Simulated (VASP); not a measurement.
## Cd2SnO3: single point with PBE

Cd2SnO3:

```
Cd Sn O
1.0
     2.85758   -5.42172    0.00000
     2.85758    5.42172    0.00000
     0.00000    0.00000    3.38105
Cd Sn O
2 1 3
Direct
  0.00000 0.50000 0.50000
  0.50000 0.00000 0.50000
  0.50000 0.50000 0.00000
  0.29364 0.70636 0.00000
  0.70636 0.29364 0.00000
  0.00000 0.00000 0.50000
```

The cell was generated, and may not be a known phase.

```
Program                : VASP 6.6.1
Task                   : single point
Functional             : PBE
Potentials or basis    : VASP PAW PBE potentials, release 64 (Cd, Sn_d, O)
Cutoff                 : 520 eV
k mesh                 : 8 × 8 × 12
Occupations            : gaussian, width 0.1 eV
Spin                   : no spin polarisation
Dipole correction      : no
Further INCAR settings : ALGO = Normal; EDIFF = 1e-06; NBANDS = 37
```

```
Pressure               : 0.7 GPa
Largest force          : 0.037 eV/Å
Band gap on the k mesh : zero (bands 28 and 29 overlap by 0.44 eV)
```

Forces in eV/Å, atoms in the order of the input:
```
Cd   0.000  0.000  0.000
Cd   0.000  0.000  0.000
Sn   0.000  0.000  0.000
O    0.000 -0.037  0.000
O    0.000  0.037  0.000
O    0.000  0.000  0.000
```

Stress tensor (GPa, compression positive):
```
0.87 0.00 0.00
0.00 0.23 0.00
0.00 0.00 1.05
```

Levels at points of the mesh, in eV from the Fermi level:
```tsv
k point	band 26	band 27	band 28	band 29	band 30	band 31
(0.00, 0.00, 0.00)	-1.42	-1.14	0.03	0.89	2.46	2.73
(0.50, 0.00, 0.00)	-1.05	-0.26	0.05	0.66	0.92	2.43
(0.50, 0.50, 0.00)	-1.51	-1.48	0.03	0.59	2.78	3.68
(0.00, 0.00, 0.50)	-1.19	-1.07	-0.91	-0.12	2.58	2.81
(0.50, 0.00, 0.50)	-1.29	-0.88	-0.73	0.37	2.69	3.35
(0.50, 0.50, 0.50)	-1.13	-1.09	-0.60	-0.26	2.61	3.17
```

Run time: 15 min on 1 thread of Intel Xeon 8259CL, with other jobs on the host, peak memory 0.61 GiB.

Caveat: semilocal functionals underestimate gaps, and a narrow one can read as zero; spin-orbit coupling is left out, which moves the levels of the heavy elements.
